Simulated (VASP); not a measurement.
# Au (Pm-3m) in VASP: single point with LDA

Aim: the single point of Au with LDA.

Everything below comes from runs of VASP 6.6.1. Logs are shortened: lines on timing, memory, paths and dates and some standing lists are left out, and cuts for length are marked.

## 1. The cell of the first run

It takes space group Pm-3m (No. 221, cubic). The conventional cell has a = 4.012 Å, b = 4.012 Å, c = 4.012 Å, α = 90.00°, β = 90.00°, γ = 90.00°. Au (site symmetry 4/mmm) has 8 Au at 2.84 Å within 3.7 Å.

## 2. Single point, LDA

INCAR

```
SYSTEM = Au
PREC = Accurate ; ENCUT = 520
EDIFF = 1E-6 ; ISMEAR = -1
SIGMA = 0.15 ; LREAL = .False.
LASPH = .True. ; NELM = 60
ALGO = Normal ; ISIF = 2
LWAVE = .False. ; LCHARG = .True.
LELF = .True. ; LVHAR = .True.
NBANDS = 24
```

KPOINTS

```
Automatic mesh
0
Gamma
  6 6 6
  0 0 0
```

POSCAR

```
Au
1.0
    4.0117060000      0.0000000000      0.0000000000
    0.0000000000      4.0117060000      0.0000000000
    0.0000000000      0.0000000000      4.0117060000
Au
3
Direct
    0.0000000000      0.5000000000      0.5000000000
    0.5000000000      0.0000000000      0.5000000000
    0.5000000000      0.5000000000      0.0000000000
```

Potentials or basis: VASP PAW LDA potentials, release 64 (Au).

Started as:

```bash
$ cat potpaw_LDA.64/Au/POTCAR > POTCAR
$ mpirun -np 1 vasp_std > vasp.out
```

OUTCAR:

```text
SYSTEM = Au
   PREC = Accurate
   ENCUT = 520
   EDIFF = 1E-6
   ISMEAR = -1
   LREAL = .False.
   LASPH = .True.
   NELM = 60
   ISIF = 2

 ion  position               nearest neighbor table
   1  0.000  0.500  0.500-   2 2.84   3 2.84   3 2.84   2 2.84   2 2.84   3 2.84   3 2.84   2 2.84

   2  0.500  0.000  0.500-   1 2.84   3 2.84   3 2.84   1 2.84   3 2.84   3 2.84   1 2.84   1 2.84

   3  0.500  0.500  0.000-   1 2.84   2 2.84   1 2.84   2 2.84   2 2.84   2 2.84   1 2.84   1 2.84

  LATTYP: Found a simple cubic cell.
 ALAT       =     4.0117060000

  Lattice vectors:

 A1 = (   4.0117060000,   0.0000000000,   0.0000000000)
 A2 = (   0.0000000000,   4.0117060000,   0.0000000000)
 A3 = (   0.0000000000,   0.0000000000,   4.0117060000)

Analysis of symmetry for initial positions (statically):
=====================================================================
 Subroutine PRICEL returns:
 Original cell was already a primitive cell.

 Routine SETGRP: Setting up the symmetry group for a
 simple cubic supercell.

 Subroutine GETGRP returns: Found 48 space group operations
 (whereof 48 operations were pure point group operations)
 out of a pool of 48 trial point group operations.

The static configuration has the point symmetry O_h .

Analysis of symmetry for dynamics (positions and initial velocities):
=====================================================================
 Subroutine PRICEL returns:
 Original cell was already a primitive cell.

 Routine SETGRP: Setting up the symmetry group for a
 simple cubic supercell.

 Subroutine GETGRP returns: Found 48 space group operations
 (whereof 48 operations were pure point group operations)
 out of a pool of 48 trial point group operations.

The dynamic configuration has the point symmetry O_h .

 Subroutine INISYM returns: Found 48 space group operations
 (whereof 48 operations are pure point group operations),
 and found     1 'primitive' translations

----------------------------------------------------------------------------------------

                                     Primitive cell

  volume of cell :      64.5635

  direct lattice vectors                    reciprocal lattice vectors
     4.011706000  0.000000000  0.000000000     0.249270510  0.000000000  0.000000000
     0.000000000  4.011706000  0.000000000     0.000000000  0.249270510  0.000000000
     0.000000000  0.000000000  4.011706000     0.000000000  0.000000000  0.249270510

  length of vectors
     4.011706000  4.011706000  4.011706000     0.249270510  0.249270510  0.249270510

  position of ions in fractional coordinates (direct lattice)
     0.000000000  0.500000000  0.500000000
     0.500000000  0.000000000  0.500000000
     0.500000000  0.500000000  0.000000000

  ion indices of the primitive-cell ions
   primitive index   ion index
                 1           1
                 2           2
                 3           3

----------------------------------------------------------------------------------------

 KPOINTS: Automatic mesh

Automatic generation of k-mesh.
 Grid dimensions read from file:
 generate k-points for:    6    6    6

 Generating k-lattice:

  Cartesian coordinates                     Fractional coordinates (reciprocal lattice)
     0.041545085  0.000000000  0.000000000     0.166666667  0.000000000  0.000000000
     0.000000000  0.041545085  0.000000000     0.000000000  0.166666667  0.000000000
     0.000000000  0.000000000  0.041545085     0.000000000  0.000000000  0.166666667

  Length of vectors
     0.041545085  0.041545085  0.041545085

  Shift w.r.t. Gamma in fractional coordinates (k-lattice)
     0.000000000  0.000000000  0.000000000

 Subroutine IBZKPT returns following result:
 ===========================================

 Found     20 irreducible k-points:

 Following reciprocal coordinates:
            Coordinates               Weight
  0.000000  0.000000  0.000000      1.000000
  0.166667  0.000000  0.000000      6.000000
  0.333333  0.000000  0.000000      6.000000
  0.500000  0.000000  0.000000      3.000000
  0.166667  0.166667  0.000000     12.000000
  0.333333  0.166667  0.000000     24.000000
[... 12 lines left out ...]
  0.500000  0.500000  0.333333      6.000000
  0.500000  0.500000  0.500000      1.000000
   k-points           NKPTS =     20   k-points in BZ     NKDIM =     20   number of bands    NBANDS=     24
   number of dos      NEDOS =    301   number of ions     NIONS =      3
   total plane-waves  NPLWV =  27000
   dimension x,y,z NGX =    30 NGY =   30 NGZ =   30
   dimension x,y,z NGXF=    60 NGYF=   60 NGZF=   60
   ions per type =               3
   NGX,Y,Z   is equivalent  to a cutoff of  12.43, 12.43, 12.43 a.u.
   NGXF,Y,Z  is equivalent  to a cutoff of  24.86, 24.86, 24.86 a.u.
 SYSTEM =  Au
   PREC   = accura    normal or accurate (medium, high low for compatibility)
   ISTART =      0    job   : 0-new  1-cont  2-samecut
   ICHARG =      2    charge: 1-file 2-atom 10-const
   ISPIN  =      1    spin polarized calculation?
   LNONCOLLINEAR =      F non collinear calculations
   LSORBIT =      F    spin-orbit coupling
   LASPH  =      T    aspherical Exc in radial PAW
   ENCUT  =  520.0 eV  38.22 Ry    6.18 a.u.   7.46  7.46  7.46*2*pi/ulx,y,z
   NELM   =     60;   NELMIN=  2; NELMDL= -5     # of ELM steps
   EDIFF  = 0.1E-05   stopping-criterion for ELM
   LREAL  =      F    real-space projection
   EDIFFG = 0.1E-04   stopping-criterion for IOM
   NSW    =      0    number of steps for IOM
   IBRION =     -1    ionic relax: 0-MD 1-quasi-New 2-CG
   NFREE  =      0    steps in history (QN), initial steepest desc. (CG)
   ISIF   =      2    stress and relaxation
   ISYM   =      2    0-nonsym 1-usesym 2-fastsym
   POTIM  = 0.5000    time-step for ionic-motion
   TEBEG  =    0.0;   TEEND  =   0.0 temperature during run
   PSTRESS=    0.0 pullay stress
   NELECT =      33.0000    total number of electrons
   NUPDOWN=      -1.0000    fix difference up-down
   EMIN   =  10.00;   EMAX   =-10.00  energy-range for DOS
   EFERMI =   0.00;   METHOD = LEGACY
   ISMEAR =    -1;   SIGMA  =   0.15  broadening in eV -4-tet -1-fermi 0-gaus
   EFERMI_NEDOS =   21; number of points for ismear=-14 and -15
   IALGO  =     38    algorithm
   IMIX   =      4    mixing-type and parameters
     AMIX     =   0.40;   BMIX     =  1.00
     AMIX_MAG =   1.60;   BMIX_MAG =  1.00
  volume/ion in A,a.u.               =      21.52       145.23
  Fermi-wavevector in a.u.,A,eV,Ry     =   1.308932  2.473523 23.310898  1.713303
  Thomas-Fermi vector in A             =   2.439565
   LORBIT       =      0    0 simple, 1 ext, 2 COOP (PROOUT), +10 PAW based schemes
   GGA     = CA    functional components
   LHFCALC =     F    Hartree Fock is set to
   AEXX    =    0.0000 exact exchange contribution
   IVDW    =     0    specifies the selected vdW correction
   LEPSILON=     F    determine dielectric tensor
   LRPA    =     F    only Hartree local field effects (RPA)
 non-spin polarized calculation
  energy-cutoff  :      520.00
  volume of cell :       64.56
 maximum number of plane-waves:      1755
 NGX is ok and might be reduce to    30
   NGX = 15   NGY = 15   NGZ = 15

 number of electron      33.0000009 magnetization

 Free energy of the ion-electron system (eV)
  ---------------------------------------------------
  ext. energy  EPLUGINS =         0.00000000
  ---------------------------------------------------
  free energy    TOTEN  =       -12.66622932 eV

  energy without entropy =      -12.60613793  energy(sigma->0) =      -12.63618362

 E-fermi :   5.6346     XC(G=0): -11.4505

 val. band max:        5.3914070092   @ k =   0.5000   0.5000   0.5000
 cond. band min:       5.6482971484   @ k =   0.3333   0.1667   0.1667
 fundamental gap:      0.2568901392
 Fermi energy:         5.6346039286

 k-point     1 :       0.0000    0.0000    0.0000
  band No.  band energies     occupation
      1      -2.5899      2.00000
      2      -0.1182      2.00000
      3       0.1512      2.00000
      4       0.1512      2.00000
      5       0.1512      2.00000
      6       0.6675      2.00000
[... 16 lines left out ...]
     23      18.1918      0.00000
     24      18.1918      0.00000

 k-point     2 :       0.1667    0.0000    0.0000
  band No.  band energies     occupation
      1      -2.2933      2.00000
      2       0.0715      2.00000
      3       0.2040      2.00000
      4       0.3251      2.00000
      5       0.3251      2.00000
      6       0.7124      2.00000
[... 16 lines left out ...]
     23      17.1343      0.00000
     24      17.6565      0.00000

 k-point     3 :       0.3333    0.0000    0.0000
  band No.  band energies     occupation
      1      -1.5330      2.00000
      2       0.3192      2.00000
      3       0.4545      2.00000
      4       0.8317      2.00000
      5       0.8317      2.00000
      6       0.9806      2.00000
[... 16 lines left out ...]
     23      16.2403      0.00000
     24      16.2403      0.00000

 k-point     4 :       0.5000    0.0000    0.0000
  band No.  band energies     occupation
      1      -0.9918      2.00000
      2       0.3829      2.00000
      3       0.5919      2.00000
      4       1.4532      2.00000
      5       1.4532      2.00000
      6       1.5167      2.00000
[... 16 lines left out ...]
     23      15.2242      0.00000
     24      15.2242      0.00000

 k-point     5 :       0.1667    0.1667    0.0000
  band No.  band energies     occupation
      1      -2.0116      2.00000
      2       0.2623      2.00000
      3       0.2853      2.00000
      4       0.4463      2.00000
      5       0.4698      2.00000
      6       0.8408      2.00000
[... 343 lines left out ...]
 k-point    18 :       0.5000    0.3333    0.3333
  band No.  band energies     occupation
      1      -0.3716      2.00000
      2      -0.0657      2.00000
      3       0.2284      2.00000
      4       0.8600      2.00000
      5       1.5087      2.00000
      6       1.6130      2.00000
[... 16 lines left out ...]
     23      15.2637      0.00000
     24      21.6449      0.00000

 k-point    19 :       0.5000    0.5000    0.3333
  band No.  band energies     occupation
      1      -0.2139      2.00000
      2      -0.2139      2.00000
      3      -0.1903      2.00000
      4       0.7136      2.00000
      5       1.6250      2.00000
      6       1.6250      2.00000
[... 16 lines left out ...]
     23      14.6184      0.00000
     24      21.8521      0.00000

 k-point    20 :       0.5000    0.5000    0.5000
  band No.  band energies     occupation
      1      -0.3622      2.00000
      2      -0.3622      2.00000
      3      -0.3622      2.00000
      4       0.5568      2.00000
      5       1.6328      2.00000
      6       1.6328      2.00000
[... 16 lines left out ...]
     23      14.1239      0.00000
     24      21.7603      0.00000

------------------------ aborting loop because EDIFF is reached ----------------------------------------

  FORCE on cell =-STRESS in cart. coord.  units (eV):
  Direction    XX          YY          ZZ          XY          YZ          ZX
  --------------------------------------------------------------------------------------
  -------------------------------------------------------------------------------------
  Total       -4.7088376     -4.7088376     -4.7088376     -0.0000000     -0.0000000      0.0000000
  in kB     -116.8522293   -116.8522293   -116.8522293     -0.0000000     -0.0000000      0.0000000
  external PRESSURE =    -116.8522293 kB  Pullay stress =       0.0000000 kB

 VOLUME and BASIS-vectors are now :
 -----------------------------------------------------------------------------
  energy-cutoff  :      520.00
  volume of cell :       64.56
      direct lattice vectors                 reciprocal lattice vectors
     4.011706000  0.000000000  0.000000000     0.249270510  0.000000000  0.000000000
     0.000000000  4.011706000  0.000000000     0.000000000  0.249270510  0.000000000
     0.000000000  0.000000000  4.011706000     0.000000000  0.000000000  0.249270510

 POSITION                                       TOTAL-FORCE (eV/Angst)
 -----------------------------------------------------------------------------------
      0.00000      2.00585      2.00585         0.000000      0.000000      0.000000
      2.00585      0.00000      2.00585         0.000000      0.000000      0.000000
      2.00585      2.00585      0.00000         0.000000      0.000000      0.000000
 -----------------------------------------------------------------------------------
    total drift:                                0.000000      0.000000     -0.000000

  FREE ENERGIE OF THE ION-ELECTRON SYSTEM (eV)
  ---------------------------------------------------
  free  energy   TOTEN  =       -12.6662293180 eV

  energy  without entropy=      -12.6061379251  energy(sigma->0) =      -12.63618362
```

It took 48 s on 1 thread of Intel Xeon 6975P-C, shared host; peak memory 0.16 GiB.

Results:

* Free energy: -12.6662 eV
* Pressure: -11.7 GPa

Caveat: spin-orbit coupling is left out, which moves the levels of the heavy elements.
